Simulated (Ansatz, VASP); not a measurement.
One calculation of Si3Ge, two programs

```
CELL_PARAMETERS angstrom
-0.00047 0.00014 2.51343
5.47894 -0.05155 -0.00053
-0.09330 9.37019 0.00049
ATOMIC_POSITIONS crystal
Si 0.00002 0.76081 0.25202
Si 0.00005 0.26068 0.75210
Si 0.99999 0.49525 0.00493
Si 0.99998 0.99531 0.50478
Si 0.00004 0.25047 0.24648
Si 0.00000 0.75112 0.74633
Ge 0.99994 0.49327 0.49668
Ge 0.99999 0.99310 0.99669
```

Change from the starting cell: cell x2, atoms moved at random (sigma 0.15 Å) and cell strained at random (1.5 %), then relaxed without symmetry.

Alike in both runs: functional PBE; k mesh 8 × 4 × 4; occupations gaussian, width 0.2 eV; no spin polarisation.

Ansatz relaxed the structure, and its values are those at the end. VASP's run is a single point on that final structure, the one shown.

```csv
,VASP,Ansatz
version,VASP 6.6.1,Ansatz 0.2.0
potentials or method,"VASP PAW PBE potentials, release 64 (Si, Ge_d), cutoff 500 eV","scalar-relativistic, plane waves, PAW"
valence electrons in the cell,52,52
```

|  | VASP | Ansatz | Ansatz less VASP |
| --- | --- | --- | --- |
| gap on the k mesh at the Fermi level (eV) | none | none | - |
| pressure (GPa) | 0.0 | 0.0 | +0.02 |
| rms of the force components (eV/Å) | 0.006 | 0.006 | +0.0001 |

A gap of «none» marks a metal or a gap that the smearing closes. With one functional, cell and mesh, what is left measures potentials, basis and numerics.
